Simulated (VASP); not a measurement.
Crystal: Ge.

```
Ge
1.0
     0.00000    2.83788    2.83788
     2.83788    0.00000    2.83788
     2.83788    2.83788    0.00000
Ge
2
Cartesian
  2.9092 2.9697 2.7728
  4.1855 4.1250 4.3219
```

* Program: VASP 6.6.1
* Task: relaxation of cell and atoms
* Functional: PBEsol
* Potentials or basis: VASP PAW PBE potentials, release 64 (Ge_d)
* Cutoff: 600 eV
* k mesh: 10 × 10 × 10
* Occupations: gaussian, width 0.15 eV
* Spin: no spin polarisation

At the start: pressure 2.3 GPa; volume 22.86 Å³/atom.

Question: Where does the relaxation end?

Answer: Over 22 steps the energy falls by 216.3 meV/atom; space group C2/m (No. 12, to 0.1 Å) before, Fd-3m (No. 227, to 0.1 Å).

Step by step:
```tsv
step	energy change (eV)	largest force (eV/Å)	pressure (GPa)	volume (Å³)
1	0.0000	2.3335	2.33	45.71
2	-0.2954	0.8524	-2.33	47.80
3	-0.3131	0.9596	-2.09	47.39
4	-0.3798	0.3144	-0.05	45.80
5	-0.3835	0.0580	-0.41	46.08
6	-0.4229	0.2577	0.73	45.25
7	-0.4233	0.3036	0.85	45.13
8	-0.4319	0.1187	0.07	45.68
9	-0.4320	0.1150	0.12	45.65
10	-0.4325	0.0332	-0.13	45.80
11	-0.4326	0.0217	-0.06	45.76
12	-0.4326	0.0192	-0.16	45.77
13	-0.4326	0.0201	-0.01	45.76
14	-0.4326	0.0087	-0.16	45.75
15	-0.4326	0.0126	-0.01	45.75
16	-0.4326	0.0103	-0.13	45.75
17	-0.4326	0.0140	0.04	45.71
18	-0.4326	0.0127	-0.05	45.72
19	-0.4326	0.0134	0.06	45.72
20	-0.4326	0.0128	-0.02	45.72
21	-0.4326	0.0073	0.05	45.71
22	-0.4326	0.0035	0.02	45.71
```

Final structure:
```yaml
crystal:
  lattice:
    - [-0.00143, 2.83660, 2.83951]
    - [2.83799, -0.00032, 2.83826]
    - [2.83724, 2.83723, 0.00108]
  atoms:
    - { symbol: Ge, position: [0.49997, 0.49998, 0.50007] }
    - { symbol: Ge, position: [0.75003, 0.75002, 0.74993] }
```

Caveat: the PAW data sets were made with another functional, which shifts forces and pressure a little.
